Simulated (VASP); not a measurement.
A run of VASP 6.6.1 is set up as follows.

File INCAR:

```
SYSTEM = Co
  PREC = Accurate
  ENCUT = 520
  EDIFF = 1E-7
  ISMEAR = -1
  SIGMA = 0.05
  LREAL = .False.
  LASPH = .True.
  NELM = 150
  ALGO = Fast
  ISIF = 2
  LWAVE = .False.
  LCHARG = .True.
  ISPIN = 2
  MAGMOM = 2 2 2 2
  LORBIT = 11
  LMAXMIX = 4
  GGA = PE
  LELF = .True.
  LVHAR = .True.
  NBANDS = 30
```

KPOINTS

```
Automatic mesh
0
Gamma
  12 12 4
  0 0 0
```

Contents of POSCAR:

```
Co
1.0
    2.4040595830      0.0000000000      0.0000000000
   -1.2020297915      2.0819766710      0.0000000000
    0.0000000000      0.0000000000      7.7966464916
Co
4
Direct
    0.6666666667      0.3333333333      0.7500000000
    0.0000000000      0.0000000000      0.5000000000
    0.3333333333      0.6666666667      0.2500000000
    0.0000000000      0.0000000000      0.0000000000
```

Potentials or basis: VASP PAW PBE potentials, release 64 (Co).

Run with:

```sh
$ cat potpaw_PBE.64/Co/POTCAR > POTCAR
$ mpirun -np 1 vasp_std > vasp.out
```

(1) What does it give for the pressure?

(2) Estimate the site moments.

## Answers

(1) 28.5 GPa.

(2) Co +1.54, +1.51 (each value once) μB.

Caveat: the cell stands under pressure.
